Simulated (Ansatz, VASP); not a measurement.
**Cu in VASP and in Ansatz**

```xyz
1
Lattice="-1.4424 1.4424 1.4424 1.4424 -1.4424 1.4424 1.4424 1.4424 -1.4424" Properties=species:S:1:pos:R:3 pbc="T T T"
Cu    0.0000    0.0000    0.0000
```

Alike in both runs: functional PBE; k mesh 20 × 20 × 20; occupations fermi-dirac, width 0.05 eV; no spin polarisation.

Ansatz relaxed the structure, and its values are those at the end. VASP's run is a single point on that final structure, the one shown.

|  | VASP | Ansatz |
| --- | --- | --- |
| version | VASP 6.6.1 | Ansatz 0.2.0 |
| potentials or method | VASP PAW PBE potentials, release 64 (Cu), cutoff 520 eV | all-electron LAPW, scalar-relativistic |

Ansatz gave:

| Item | Value |
| --- | --- |
| pressure (GPa) | 0.0 |

Estimate VASP's values.

pressure (GPa): 0.6.

Ansatz ran all-electron here, and VASP with PAW potentials.
